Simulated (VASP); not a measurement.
Runs of VASP 6.6.1 on As. The structure is that of space group Pm-3m (No. 221), or close to it. The cells are those of the table. 

```csv
cell,gap on the mesh (eV),pressure (GPa)
"a = 2.648 Å, 1 atom",none,(b)
"a = 2.704 Å, 1 atom",none,2.6
"a = 2.676 Å, 1 atom",none,5.3
"a = 2.757 Å, 1 atom",none,(a)
"a = 2.677, b = 2.677, c = 2.758 Å, 1 atom",none,2.5
```

Alike in all rows: task single point; level PBE; potentials or basis VASP PAW PBE potentials, release 64 (As); no spin polarisation; k mesh 15 × 15 × 15; cutoff (eV) 500; smearing fermi-dirac 0.02 eV.

**Question.** Fill in the values left out.

**Answer.** (a) -2.1; (b) 8.8.

A k mesh can miss the band edges, and the runs leave out spin-orbit coupling on As.

A gap of «none» marks levels without a gap at the run's occupations.
